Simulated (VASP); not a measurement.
# Ga (Cmce) in VASP: notebook

Runs on Ga. Level: PBEsol. Tasks: single point.

Everything below comes from runs of VASP 6.6.1. Logs are shortened: lines on timing, memory, paths and dates and some standing lists are left out, and cuts for length are marked.

## (1) The cell of the first run

Symmetry: Cmce, No. 64, orthorhombic system. The conventional cell has a = 4.496 Å, b = 7.619 Å, c = 4.502 Å, α = 90.00°, β = 90.00°, γ = 90.00°. Ga (site symmetry m) has 7 Ga at 2.43 to 2.79 Å within 3.2 Å.

## (2) Single point, PBEsol (19.27 Å³/atom)

INCAR

```
SYSTEM = Ga
PREC     = Accurate       ! precision mode
ENCUT    = 520            ! plane-wave cutoff, eV
EDIFF    = 1E-6           ! SCF threshold, eV
ISMEAR   = -1             ! smearing method
SIGMA    = 0.05           ! smearing width, eV
LREAL    = .FALSE.        ! projectors in reciprocal space
LASPH    = .TRUE.         ! aspherical terms in the spheres
NELM     = 60             ! most SCF steps
ALGO     = Normal         ! electronic algorithm
ISIF     = 2              ! what is computed and relaxed
LWAVE    = .FALSE.        ! write WAVECAR
LCHARG   = .FALSE.        ! write CHGCAR
GGA      = PS             ! functional
NBANDS   = 34             ! bands
```

KPOINTS

```
regular mesh
0
G
  9 9 8
  0 0 0
```

POSCAR

```
Ga
1.0
    2.2478069671     -3.8096159580      0.0000000000
    2.2478069671      3.8096159580      0.0000000000
    0.0000000000      0.0000000000      4.5015938671
Ga
4
Direct
    0.1525000000      0.8475000000      0.0785000000
    0.6525000000      0.3475000000      0.4215000000
    0.8475000000      0.1525000000      0.9215000000
    0.3475000000      0.6525000000      0.5785000000
```

Potentials or basis: VASP PAW PBE potentials, release 64 (Ga_d).

Launch:

```sh
$ cat potpaw_PBE.64/Ga_d/POTCAR > POTCAR
$ mpirun -np 1 vasp_std > vasp.out
```

OUTCAR:

```text
SYSTEM = Ga
   PREC = Accurate
   ENCUT = 520
   EDIFF = 1E-6
   ISMEAR = -1
   LREAL = .FALSE.
   LASPH = .TRUE.
   NELM = 60
   ISIF = 2
   GGA = PS

 ion  position               nearest neighbor table
   1  0.153  0.847  0.078-   3 2.43   4 2.70   4 2.70   2 2.73   2 2.73   3 2.79   3 2.79
   2  0.653  0.347  0.422-   4 2.43   3 2.70   3 2.70   1 2.73   1 2.73   4 2.79   4 2.79
   3  0.847  0.153  0.922-   1 2.43   2 2.70   2 2.70   4 2.73   4 2.73   1 2.79   1 2.79
   4  0.347  0.653  0.578-   2 2.43   1 2.70   1 2.70   3 2.73   3 2.73   2 2.79   2 2.79

  LATTYP: Found a base centered orthorhombic cell.
 ALAT       =     4.4956139342
 B/A-ratio  =     1.6948145520
 C/A-ratio  =     1.0013301705

  Lattice vectors:

 A1 = (   2.2478069671,  -3.8096159580,   0.0000000000)
 A2 = (   2.2478069671,   3.8096159580,   0.0000000000)
 A3 = (   0.0000000000,   0.0000000000,   4.5015938671)

Analysis of symmetry for initial positions (statically):
=====================================================================
 Subroutine PRICEL returns:
 Original cell was already a primitive cell.

 Routine SETGRP: Setting up the symmetry group for a
 base centered orthorhombic supercell.

 Subroutine GETGRP returns: Found  8 space group operations
 (whereof  4 operations were pure point group operations)
 out of a pool of  8 trial point group operations.

The static configuration has the point symmetry C_2h.
 The point group associated with its full space group is D_2h.

Analysis of symmetry for dynamics (positions and initial velocities):
=====================================================================
 Subroutine PRICEL returns:
 Original cell was already a primitive cell.

 Routine SETGRP: Setting up the symmetry group for a
 base centered orthorhombic supercell.

 Subroutine GETGRP returns: Found  8 space group operations
 (whereof  4 operations were pure point group operations)
 out of a pool of  8 trial point group operations.

The dynamic configuration has the point symmetry C_2h.
 The point group associated with its full space group is D_2h.

 Subroutine INISYM returns: Found  8 space group operations
 (whereof  4 operations are pure point group operations),
 and found     1 'primitive' translations

----------------------------------------------------------------------------------------

                                     Primitive cell

  volume of cell :      77.0968

  direct lattice vectors                    reciprocal lattice vectors
     2.247806967 -3.809615958  0.000000000     0.222439029 -0.131246825  0.000000000
     2.247806967  3.809615958  0.000000000     0.222439029  0.131246825  0.000000000
     0.000000000  0.000000000  4.501593867     0.000000000  0.000000000  0.222143541

  length of vectors
     4.423325662  4.423325662  4.501593867     0.258272823  0.258272823  0.222143541

  position of ions in fractional coordinates (direct lattice)
     0.152500000  0.847500000  0.078500000
     0.652500000  0.347500000  0.421500000
     0.847500000  0.152500000  0.921500000
     0.347500000  0.652500000  0.578500000

  ion indices of the primitive-cell ions
   primitive index   ion index
                 1           1
                 2           2
                 3           3
                 4           4

----------------------------------------------------------------------------------------

 KPOINTS: regular mesh

Automatic generation of k-mesh.
 Grid dimensions read from file:
 generate k-points for:    9    9    8

 Generating k-lattice:

  Cartesian coordinates                     Fractional coordinates (reciprocal lattice)
     0.024715448 -0.014582981  0.000000000     0.111111111  0.000000000  0.000000000
     0.024715448  0.014582981  0.000000000     0.000000000  0.111111111  0.000000000
     0.000000000  0.000000000  0.027767943     0.000000000  0.000000000  0.125000000

  Length of vectors
     0.028696980  0.028696980  0.027767943

  Shift w.r.t. Gamma in fractional coordinates (k-lattice)
     0.000000000  0.000000000  0.000000000

 Subroutine IBZKPT returns following result:
 ===========================================

 Found    125 irreducible k-points:

 Following reciprocal coordinates:
            Coordinates               Weight
  0.000000  0.000000  0.000000      1.000000
  0.111111 -0.000000  0.000000      4.000000
  0.222222 -0.000000  0.000000      4.000000
  0.333333  0.000000  0.000000      4.000000
  0.444444 -0.000000  0.000000      4.000000
  0.111111  0.111111  0.000000      2.000000
[... 16 lines left out ...]
 -0.333333  0.333333  0.000000      2.000000
  0.444444  0.444444  0.000000      2.000000
 [... further k-points ...]
   k-points           NKPTS =    125   k-points in BZ     NKDIM =    125   number of bands    NBANDS=     34
   number of dos      NEDOS =    301   number of ions     NIONS =      4
   total plane-waves  NPLWV =  46656
   dimension x,y,z NGX =    36 NGY =   36 NGZ =   36
   dimension x,y,z NGXF=    72 NGYF=   72 NGZF=   72
   ions per type =               4
   NGX,Y,Z   is equivalent  to a cutoff of  13.53, 13.53, 13.29 a.u.
   NGXF,Y,Z  is equivalent  to a cutoff of  27.06, 27.06, 26.59 a.u.
 SYSTEM =  Ga
   PREC   = accura    normal or accurate (medium, high low for compatibility)
   ISTART =      0    job   : 0-new  1-cont  2-samecut
   ICHARG =      2    charge: 1-file 2-atom 10-const
   ISPIN  =      1    spin polarized calculation?
   LNONCOLLINEAR =      F non collinear calculations
   LSORBIT =      F    spin-orbit coupling
   LASPH  =      T    aspherical Exc in radial PAW
   ENCUT  =  520.0 eV  38.22 Ry    6.18 a.u.   8.22  8.22  8.37*2*pi/ulx,y,z
   NELM   =     60;   NELMIN=  2; NELMDL= -5     # of ELM steps
   EDIFF  = 0.1E-05   stopping-criterion for ELM
   LREAL  =      F    real-space projection
   EDIFFG = 0.1E-04   stopping-criterion for IOM
   NSW    =      0    number of steps for IOM
   IBRION =     -1    ionic relax: 0-MD 1-quasi-New 2-CG
   NFREE  =      0    steps in history (QN), initial steepest desc. (CG)
   ISIF   =      2    stress and relaxation
   ISYM   =      2    0-nonsym 1-usesym 2-fastsym
   POTIM  = 0.5000    time-step for ionic-motion
   TEBEG  =    0.0;   TEEND  =   0.0 temperature during run
   PSTRESS=    0.0 pullay stress
   NELECT =      52.0000    total number of electrons
   NUPDOWN=      -1.0000    fix difference up-down
   EMIN   =  10.00;   EMAX   =-10.00  energy-range for DOS
   EFERMI =   0.00;   METHOD = LEGACY
   ISMEAR =    -1;   SIGMA  =   0.05  broadening in eV -4-tet -1-fermi 0-gaus
   EFERMI_NEDOS =   21; number of points for ismear=-14 and -15
   IALGO  =     38    algorithm
   IMIX   =      4    mixing-type and parameters
     AMIX     =   0.40;   BMIX     =  1.00
     AMIX_MAG =   1.60;   BMIX_MAG =  1.00
  volume/ion in A,a.u.               =      19.27       130.07
  Fermi-wavevector in a.u.,A,eV,Ry     =   1.435700  2.713080 28.044807  2.061235
  Thomas-Fermi vector in A             =   2.554970
   LORBIT       =      0    0 simple, 1 ext, 2 COOP (PROOUT), +10 PAW based schemes
   GGA     = PS    functional components
   LHFCALC =     F    Hartree Fock is set to
   AEXX    =    0.0000 exact exchange contribution
   IVDW    =     0    specifies the selected vdW correction
   LEPSILON=     F    determine dielectric tensor
   LRPA    =     F    only Hartree local field effects (RPA)
 non-spin polarized calculation
  energy-cutoff  :      520.00
  volume of cell :       77.10
 maximum number of plane-waves:      2096
 NGX is ok and might be reduce to    36
   NGX = 17   NGY = 17   NGZ = 17

 number of electron      52.0000015 magnetization

 Free energy of the ion-electron system (eV)
  ---------------------------------------------------
  ext. energy  EPLUGINS =         0.00000000
  ---------------------------------------------------
  free energy    TOTEN  =       -13.37576674 eV

  energy without entropy =      -13.36763472  energy(sigma->0) =      -13.37170073

 E-fermi :   5.0161     XC(G=0): -10.8884

 val. band max:        5.0153649133   @ k =  -0.4444   0.3333   0.1250
 cond. band min:       5.0182320050   @ k =  -0.4444   0.2222   0.0000
 fundamental gap:      0.0028670917
 Fermi energy:         5.0160984655

 k-point     1 :       0.0000    0.0000    0.0000
  band No.  band energies     occupation
      1     -10.0989      2.00000
      2     -10.0908      2.00000
      3     -10.0903      2.00000
      4     -10.0644      2.00000
      5     -10.0085      2.00000
      6      -9.9768      2.00000
[... 26 lines left out ...]
     33      11.7886      0.00000
     34      12.3600      0.00000

 k-point     2 :       0.1111   -0.0000    0.0000
  band No.  band energies     occupation
      1     -10.0987      2.00000
      2     -10.0936      2.00000
      3     -10.0859      2.00000
      4     -10.0700      2.00000
      5      -9.9988      2.00000
      6      -9.9751      2.00000
[... 26 lines left out ...]
     33      11.7831      0.00000
     34      12.6916      0.00000

 k-point     3 :       0.2222   -0.0000    0.0000
  band No.  band energies     occupation
      1     -10.1029      2.00000
      2     -10.0873      2.00000
      3     -10.0871      2.00000
      4     -10.0731      2.00000
      5      -9.9913      2.00000
      6      -9.9606      2.00000
[... 26 lines left out ...]
     33      11.1579      0.00000
     34      12.2301      0.00000

 k-point     4 :       0.3333    0.0000    0.0000
  band No.  band energies     occupation
      1     -10.1071      2.00000
      2     -10.0977      2.00000
      3     -10.0793      2.00000
      4     -10.0516      2.00000
      5     -10.0030      2.00000
      6      -9.9876      2.00000
[... 26 lines left out ...]
     33      10.8927      0.00000
     34      12.1895      0.00000

 k-point     5 :       0.4444   -0.0000    0.0000
  band No.  band energies     occupation
      1     -10.1100      2.00000
      2     -10.1064      2.00000
      3     -10.0551      2.00000
      4     -10.0328      2.00000
      5     -10.0180      2.00000
      6     -10.0150      2.00000
[... 621 lines left out ...]
 k-point    22 :      -0.4444    0.3333    0.0000
  band No.  band energies     occupation
      1     -10.1803      2.00000
      2     -10.1092      2.00000
      3     -10.0690      2.00000
      4     -10.0562      2.00000
      5     -10.0234      2.00000
      6      -9.9916      2.00000
[... 26 lines left out ...]
     33      11.6236      0.00000
     34      13.7760      0.00000

 k-point    23 :      -0.3333    0.3333    0.0000
  band No.  band energies     occupation
      1     -10.1682      2.00000
      2     -10.1137      2.00000
      3     -10.0610      2.00000
      4     -10.0469      2.00000
      5     -10.0180      2.00000
      6     -10.0170      2.00000
[... 26 lines left out ...]
     33      10.7102      0.00000
     34      12.6610      0.00000

 k-point    24 :       0.4444    0.4444    0.0000
  band No.  band energies     occupation
      1     -10.1922      2.00000
      2     -10.0950      2.00000
      3     -10.0942      2.00000
      4     -10.0516      2.00000
      5     -10.0393      2.00000
      6      -9.9605      2.00000
[... 26 lines left out ...]
     33      11.7918      0.00000
     34      12.9417      0.00000

 [... further k-points ...]

------------------------ aborting loop because EDIFF is reached ----------------------------------------

  FORCE on cell =-STRESS in cart. coord.  units (eV):
  Direction    XX          YY          ZZ          XY          YZ          ZX
  --------------------------------------------------------------------------------------
  -------------------------------------------------------------------------------------
  Total       -0.6496874      0.4610746     -0.6752081      0.0000000      0.0000000      0.0000000
  in kB      -13.5013909      9.5817596    -14.0317463      0.0000000      0.0000000      0.0000000
  external PRESSURE =      -5.9837925 kB  Pullay stress =       0.0000000 kB

 VOLUME and BASIS-vectors are now :
 -----------------------------------------------------------------------------
  energy-cutoff  :      520.00
  volume of cell :       77.10
      direct lattice vectors                 reciprocal lattice vectors
     2.247806967 -3.809615958  0.000000000     0.222439029 -0.131246825  0.000000000
     2.247806967  3.809615958  0.000000000     0.222439029  0.131246825  0.000000000
     0.000000000  0.000000000  4.501593867     0.000000000  0.000000000  0.222143541

 POSITION                                       TOTAL-FORCE (eV/Angst)
 -----------------------------------------------------------------------------------
      2.24781      2.64768      0.35338         0.000000     -0.425356      0.119642
      2.24781     -1.16193      1.89742         0.000000     -0.425356     -0.119642
      2.24781     -2.64768      4.14822         0.000000      0.425356     -0.119642
      2.24781      1.16193      2.60417         0.000000      0.425356      0.119642
 -----------------------------------------------------------------------------------
    total drift:                                0.000000      0.000000     -0.000000

  FREE ENERGIE OF THE ION-ELECTRON SYSTEM (eV)
  ---------------------------------------------------
  free  energy   TOTEN  =       -13.3757667410 eV

  energy  without entropy=      -13.3676347209  energy(sigma->0) =      -13.37170073
```

Run time: 2.2 min. Hardware: 1 thread of Intel Xeon 6975P-C (Granite Rapids), shared host; peak memory 0.36 GiB.

Results:

| Item | Value |
| --- | --- |
| Free energy | -13.3758 eV |
| Pressure | -0.6 GPa |
| Largest force | 0.442 eV/Å |
| Band gap on the k mesh | zero (bands 26 and 27 overlap by 1.28 eV) |

Forces on the atoms (eV/Å):
```
Ga   0.000 -0.425  0.120
Ga   0.000 -0.425 -0.120
Ga   0.000  0.425 -0.120
Ga   0.000  0.425  0.120
```

Caveat: the PAW data sets were made with another functional, which shifts forces and pressure a little.

[end of part 1 of 2]

The gap in the log of VASP goes by the Fermi energy; the results here count the filled bands.